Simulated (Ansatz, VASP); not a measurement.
**One calculation of ScGaOs, two programs**

```
Sc Ga Os
1.0
     4.43898    0.00000    0.00000
    -2.21949    3.84427    0.00000
     0.00000    0.00000    5.84670
Sc Ga Os
2 2 2
Direct
  0.00000 0.00000 0.00000
  0.00000 0.00000 0.50000
  0.33333 0.66667 0.25000
  0.66667 0.33333 0.75000
  0.33333 0.66667 0.75000
  0.66667 0.33333 0.25000
```

Alike in both runs: functional PBE; k mesh 12 × 12 × 8; occupations gaussian, width 0.1 eV; no spin polarisation.

Ansatz relaxed the structure, and its values are those at the end. VASP's run is a single point on that final structure, the one shown.

|  | VASP | Ansatz |
| --- | --- | --- |
| version | VASP 6.6.1 | Ansatz 0.2.0 |
| potentials or method | VASP PAW PBE potentials, release 64 (Sc_sv, Ga_d, Os), cutoff 520 eV | scalar-relativistic, plane waves, PAW |
| valence electrons in the cell | 64 | 80 |

```csv
,VASP,Ansatz,Ansatz less VASP
gap on the k mesh at the Fermi level (eV),none,none,-
pressure (GPa),0.3,0.0,-0.26
```

A gap of «none» marks a metal or a gap that the smearing closes. VASP's potentials hold 64 valence electrons a cell and Ansatz's 80, so a difference there can come from the potentials and not from the codes.

Spin-orbit coupling is off throughout.
